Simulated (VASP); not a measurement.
Here is a VASP 6.6.1 calculation.

The input INCAR:

```
PREC     = Accurate       # precision mode
ENCUT    = 600            # plane-wave cutoff, eV
EDIFF    = 1E-7           # SCF threshold, eV
ISMEAR   = 0              # smearing method
SIGMA    = 0.1            # smearing width, eV
LREAL    = F              # projectors in reciprocal space
LASPH    = T              # aspherical terms in the spheres
NELM     = 80             # most SCF steps
ALGO     = Fast           # electronic algorithm
ISIF     = 3              # what is computed and relaxed
LWAVE    = F              # write WAVECAR
LCHARG   = F              # write CHGCAR
GGA      = PE             # functional
IBRION   = 2              # ionic algorithm
NSW      = 90             # ionic steps
EDIFFG   = -0.04          # ionic threshold
```

The input KPOINTS:

```
regular mesh
0
Gamma
  3 3 3
```

Contents of POSCAR:

```
Ag
1.0
    3.3483639572      1.9331788321      5.7103071315
   -3.3483639572      1.9331788321      5.7103071315
    0.0000000000     -3.8663576640      5.7103071315
Ag
12
Direct
    0.0101900000      0.6536100000      0.0101900000
    0.0101900000      0.0101900000      0.6536100000
    0.6536100000      0.0101900000      0.0101900000
    0.9898100000      0.3463900000      0.9898100000
    0.3463900000      0.9898100000      0.9898100000
    0.9898100000      0.9898100000      0.3463900000
    0.2211800000      0.6306000000      0.2211800000
    0.2211800000      0.2211800000      0.6306000000
    0.6306000000      0.2211800000      0.2211800000
    0.7788200000      0.3694000000      0.7788200000
    0.3694000000      0.7788200000      0.7788200000
    0.7788200000      0.7788200000      0.3694000000
```

Potentials or basis: VASP PAW PBE potentials, release 64 (Ag).

Run with:

```console
$ cat potpaw_PBE.64/Ag/POTCAR > POTCAR
$ mpirun -np 1 vasp_std > vasp.out
```

Question: What does it give for the relaxed cell?

Answer: a = 7.872 Å, b = 7.872 Å, c = 7.872 Å, α = 56.03°, β = 56.03°, γ = 56.03°.

Question: Predict the relaxed volume.

Answer: 26.10 Å³/atom.

Question: Estimate the space group after relaxing (to 0.05 Å).

Answer: R-3m (No. 166).

The path:
| step | energy change (eV) | largest force (eV/Å) | pressure (GPa) | volume (Å³) |
| --- | --- | --- | --- | --- |
| 1 | 0.0000 | 5.6153 | 50.92 | 221.78 |
| 2 | -6.7550 | 0.6198 | -5.58 | 468.58 |
| 3 | -11.5732 | 1.5083 | -0.51 | 319.25 |
| 4 | -11.5876 | 1.5173 | -0.17 | 316.72 |
| 5 | -11.5982 | 1.5311 | 0.45 | 312.38 |
| 6 | -11.9622 | 0.4042 | -0.47 | 317.71 |
| 7 | -11.9715 | 0.3596 | -0.55 | 318.88 |
| 8 | -12.0171 | 0.2356 | -0.13 | 315.43 |
| 9 | -12.0299 | 0.1408 | 0.29 | 312.49 |
| 10 | -12.0407 | 0.0608 | 0.01 | 313.90 |
| 11 | -12.0432 | 0.0195 | -0.19 | 315.01 |
| 12 | -12.0472 | 0.0422 | -0.04 | 313.85 |
| 13 | -12.0476 | 0.0630 | 0.02 | 313.40 |
| 14 | -12.0494 | 0.0395 | 0.03 | 313.19 |

Caveat: the k points lie up to 0.34 Å⁻¹ apart in the final cell; the volume moved by over 15 % at a fixed basis, so the end points are rough.
